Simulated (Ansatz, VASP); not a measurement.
**Si in VASP and in Ansatz**

Contents of POSCAR:

```
Si
1.0
   -3.3273296543      3.3273296543      1.9218805230
    3.3273296543     -3.3273296543      1.9218805230
    3.3273296543      3.3273296543     -1.9218805230
Si
4
Direct
    0.2411920445      0.2411920445      0.3575063991
    0.8212468005      0.8212468005      0.6424936010
    0.1787531995      0.8212468005      0.0000000000
    0.8212468005      0.1787531995      0.0000000000
```

Contents of INCAR.step1:

```
SYSTEM = Si
PREC = Accurate
ENCUT = 520
ISMEAR = 0
SIGMA = 0.05
LREAL = .False.
LASPH = .True.
NELM = 100
NBANDS = 16
GGA = PE
ALGO = Normal
EDIFF = 1E-4
LWAVE = .True.
LCHARG = .False.
```

File INCAR.step2:

```
SYSTEM = Si
PREC = Accurate
ENCUT = 520
EDIFF = 1E-6
ISMEAR = 0
SIGMA = 0.05
LREAL = .False.
LASPH = .True.
NELM = 100
ALGO = Normal
ISIF = 2
LWAVE = .False.
LCHARG = .False.
METAGGA = R2SCAN
LMIXTAU = .True.
NBANDS = 16
ISTART = 1
```

The input KPOINTS:

```
regular mesh
0
Gamma
  10 10 10
  0 0 0
```

Input for Ansatz:

```yaml
crystal:
  lattice:
    - [-3.3273296543, 3.3273296543, 1.921880523]
    - [3.3273296543, -3.3273296543, 1.921880523]
    - [3.3273296543, 3.3273296543, -1.921880523]
  atoms:
    - { symbol: Si, position: [0.2411920445, 0.2411920445, 0.3575063991] }
    - { symbol: Si, position: [0.8212468005, 0.8212468005, 0.642493601] }
    - { symbol: Si, position: [0.1787531995, 0.8212468005, 0.0] }
    - { symbol: Si, position: [0.8212468005, 0.1787531995, 0.0] }
basis:
  ecutwfc: 500
kpoints:
  mp_grid: { grid: [10, 10, 10] }
hamiltonian:
  xc: r2scan
scf:
  occupations: { method: gaussian, width: 0.05 }
output:
  forces: true
  stress: true
  eigenvalues: true
```

Alike in both runs: task single point; functional r2SCAN; k mesh 10 × 10 × 10; occupations gaussian, width 0.05 eV; no spin polarisation.

|  | VASP | Ansatz |
| --- | --- | --- |
| version | VASP 6.6.1 | Ansatz 0.2.0 |
| potentials or method | VASP PAW PBE potentials, release 64 (Si), cutoff 520 eV | scalar-relativistic, plane waves, PAW |
| valence electrons in the cell | 16 | 16 |

|  | VASP | Ansatz | Ansatz less VASP |
| --- | --- | --- | --- |
| gap on the k mesh at the Fermi level (eV) | 0.07 | 0.06 | -0.009 |
| least direct gap on the mesh (eV) | 0.33 | 0.33 | +0.002 |
| pressure (GPa) | 1.0 | 1.2 | +0.22 |
| traceless stress, the component that is largest in VASP (GPa) | 3.44 | 3.47 | +0.033 |
| rms of the force components (eV/Å) | 1.345 | 1.351 | +0.0059 |

VASP's potentials were made for PBE, not for r2SCAN. Atom by atom the forces differ by 0.006 eV/Å (rms over components). The functional is the same, so the differences come from potentials, cutoffs and numerics.
